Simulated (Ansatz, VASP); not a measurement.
## Two plane-wave programs on WSe3

```
W Se
1.0
     4.89144    0.00000    0.00000
     0.00000    4.89144    0.00000
     0.00000    0.00000    4.89144
W Se
1 3
Direct
  0.00000 0.00000 0.00000
  0.00000 0.00000 0.50000
  0.00000 0.50000 0.00000
  0.50000 0.00000 0.00000
```

Alike in both runs: task electric field gradients; functional PBEsol; k mesh 10 × 10 × 10; occupations fermi-dirac, width 0.15 eV; no spin polarisation.

|  | VASP | Ansatz |
| --- | --- | --- |
| version | VASP 6.6.1 | Ansatz 0.2.0 |
| potentials or method | VASP PAW PBE potentials, release 64 (W_sv, Se), cutoff 520 eV | scalar-relativistic, plane waves, PAW |
| valence electrons in the cell | 32 | 62 |

```csv
,VASP,Ansatz,Ansatz less VASP
gap on the k mesh at the Fermi level (eV),none,none,-
pressure (GPa),0.2,0.0,-0.18
size of Vzz on the site where it differs most (V/Å²),24.4,31.9,+7.49
```

VASP's potentials were made for PBE, not for PBEsol. A gap of «none» marks a metal or a gap that the smearing closes. VASP's potentials hold 32 valence electrons a cell and Ansatz's 62, so a difference there can come from the potentials and not from the codes.

Neither program's run includes spin-orbit coupling.
